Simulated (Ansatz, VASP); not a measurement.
One calculation of MgSi3N, two programs

INCAR

```
SYSTEM = MgSi3N
PREC = Accurate
ENCUT = 520
EDIFF = 1E-6
ISMEAR = 0
SIGMA = 0.1
LREAL = .False.
LASPH = .True.
NELM = 150
ALGO = Normal
ISIF = 2
LWAVE = .False.
LCHARG = .False.
ISPIN = 2
MAGMOM = 0 0 0 0 1
LORBIT = 11
GGA = PE
NBANDS = 22
```

File KPOINTS:

```
Automatic mesh
0
Gamma
  4 4 4
  0 0 0
```

The input POSCAR:

```
MgSi3N
1.0
    2.3542551779     -4.1324932451      0.0000000000
    2.3542551779      4.1324932451      0.0000000000
    0.0000000000      0.0000000000      5.1737761196
Mg Si N
1 3 1
Direct
    0.0000000000      0.0000000000      0.5000000000
    0.7101311168      0.2898688832      0.0000000000
    0.2898688832      0.7101311168      0.0000000000
    0.0000000000      0.0000000000      0.0000000000
    0.5000000000      0.5000000000      0.0000000000
```

Input for Ansatz:

```yaml
crystal:
  lattice:
    - [2.3542551779, -4.1324932451, 0.0]
    - [2.3542551779, 4.1324932451, 0.0]
    - [0.0, 0.0, 5.1737761196]
  atoms:
    - { symbol: Mg, position: [0.0, 0.0, 0.5] }
    - { symbol: Si, position: [0.7101311168, 0.2898688832, 0.0] }
    - { symbol: Si, position: [0.2898688832, 0.7101311168, 0.0] }
    - { symbol: Si, position: [0.0, 0.0, 0.0] }
    - { symbol: "N", position: [0.5, 0.5, 0.0], spin: 1.0 }
basis:
  ecutwfc: 420
kpoints:
  mp_grid: { grid: [4, 4, 4] }
hamiltonian:
  xc: pbe
scf:
  occupations: { method: gaussian, width: 0.1 }
  lower_state_search: "off"
output:
  forces: true
  stress: true
  eigenvalues: true
  populations: true
magnetization:
  spin_polarized: true
```

Alike in both runs: task single point; functional PBE; k mesh 4 × 4 × 4; occupations gaussian, width 0.1 eV; collinear spin.

|  | VASP | Ansatz |
| --- | --- | --- |
| version | VASP 6.6.1 | Ansatz 0.2.0 |
| potentials or method | VASP PAW PBE potentials, release 64 (Mg, Si, N), cutoff 520 eV | scalar-relativistic, plane waves, PAW |
| valence electrons in the cell | 19 | 27 |

```csv
,VASP,Ansatz,Ansatz less VASP
gap on the k mesh at the Fermi level (eV),none,none,-
pressure (GPa),-0.1,-0.1,+0.07
"traceless stress, the component that is largest in VASP (GPa)",0.10,0.12,+0.020
rms of the force components (eV/Å),0.017,0.014,-0.0026
net moment per atom (μB),0.00,0.00,0.000
```

Atom by atom the forces differ by 0.003 eV/Å (rms over components). A gap of «none» marks a metal or a gap that the smearing closes. VASP's potentials hold 19 valence electrons a cell and Ansatz's 27, so a difference there can come from the potentials and not from the codes. Ansatz's warnings: seeded moment not kept.

The k mesh is coarse, so the values compare programs but aren't converged.
